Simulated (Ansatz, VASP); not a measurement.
One calculation of Ga2O3, two programs

```
Ga O
1.0
     2.52898    1.46010    4.54132
    -2.52898    1.46010    4.54132
     0.00000   -2.92021    4.54132
Ga O
4 6
Direct
  0.35584 0.35584 0.35584
  0.14416 0.14416 0.14416
  0.64416 0.64416 0.64416
  0.85584 0.85584 0.85584
  0.55310 0.94690 0.25000
  0.25000 0.55310 0.94690
  0.94690 0.25000 0.55310
  0.44690 0.05310 0.75000
  0.75000 0.44690 0.05310
  0.05310 0.75000 0.44690
```

Alike in both runs: functional PBE; k mesh 6 × 6 × 6; occupations gaussian, width 0.02 eV; no spin polarisation.

Ansatz relaxed the structure, and its values are those at the end. VASP's run is a single point on that final structure, the one shown.

```csv
,VASP,Ansatz
version,VASP 6.6.1,Ansatz 0.2.0
potentials or method,"VASP PAW PBE potentials, release 64 (Ga_d, O), cutoff 600 eV","scalar-relativistic, plane waves, PAW"
valence electrons in the cell,88,88
```

|  | VASP | Ansatz | Ansatz less VASP |
| --- | --- | --- | --- |
| gap on the k mesh at the Fermi level (eV) | 2.39 | 2.40 | +0.013 |
| least direct gap on the mesh (eV) | 2.62 | 2.64 | +0.013 |
| pressure (GPa) | 0.7 | 0.0 | -0.67 |
| rms of the force components (eV/Å) | 0.005 | 0.000 | -0.0045 |
